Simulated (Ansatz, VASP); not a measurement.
# Two plane-wave programs on Au

Contents of INCAR:

```
PREC     = Accurate       # precision mode
ENCUT    = 520            # plane-wave cutoff, eV
EDIFF    = 1E-6           # SCF threshold, eV
ISMEAR   = 0              # smearing method
SIGMA    = 0.1            # smearing width, eV
LREAL    = F              # projectors in reciprocal space
LASPH    = T              # aspherical terms in the spheres
NELM     = 100            # most SCF steps
ALGO     = Fast           # electronic algorithm
ISIF     = 2              # what is computed and relaxed
LWAVE    = F              # write WAVECAR
LCHARG   = F              # write CHGCAR
GGA      = PE             # functional
NBANDS   = 18             # bands
```

The input KPOINTS:

```
regular mesh
0
Gamma
  16 16 10
```

POSCAR

```
Au
1.0
    1.4113099650     -2.5559330250      0.0000000000
    1.4113099650      2.5559330250      0.0000000000
    0.0000000000      0.0000000000      4.8931696100
Au
2
Direct
    0.6653279700      0.3346720300      0.2500000000
    0.3346720300      0.6653279700      0.7500000000
```

Input for Ansatz:

```yaml
crystal:
  lattice:
    - [1.411309965, -2.555933025, 0.0]
    - [1.411309965, 2.555933025, 0.0]
    - [0.0, 0.0, 4.89316961]
  atoms:
    - { symbol: Au, position: [0.66532797, 0.33467203, 0.25] }
    - { symbol: Au, position: [0.33467203, 0.66532797, 0.75] }
basis:
  ecutwfc: 600
kpoints:
  mp_grid: { grid: [16, 16, 10] }
hamiltonian:
  xc: pbe
scf:
  occupations: { method: gaussian, width: 0.1 }
output:
  forces: true
  stress: true
  eigenvalues: true
```

Alike in both runs: task single point; functional PBE; k mesh 16 × 16 × 10; occupations gaussian, width 0.1 eV; no spin polarisation.

|  | VASP | Ansatz |
| --- | --- | --- |
| version | VASP 6.6.1 | Ansatz 0.2.0 |
| potentials or method | VASP PAW PBE potentials, release 64 (Au), cutoff 520 eV | scalar-relativistic, plane waves, PAW |
| valence electrons in the cell | 22 | 38 |

Ansatz gave:

```
gap on the k mesh at the Fermi level (eV)                     : none
pressure (GPa)                                                : 3.2
traceless stress, the component that is largest in VASP (GPa) : 1.37
rms of the force components (eV/Å)                            : 0.009
```

Q: What did VASP give for the same quantities?

A: gap on the k mesh at the Fermi level (eV): none; pressure (GPa): 3.0; traceless stress, the component that is largest in VASP (GPa): 1.35; rms of the force components (eV/Å): 0.009.

Atom by atom the forces differ by 0.000 eV/Å (rms over components). A gap of «none» marks a metal or a gap that the smearing closes. With one functional, cell and mesh, what is left measures potentials, basis and numerics. VASP's potentials hold 22 valence electrons a cell and Ansatz's 38, so a difference there can come from the potentials and not from the codes.

Neither program's run includes spin-orbit coupling.
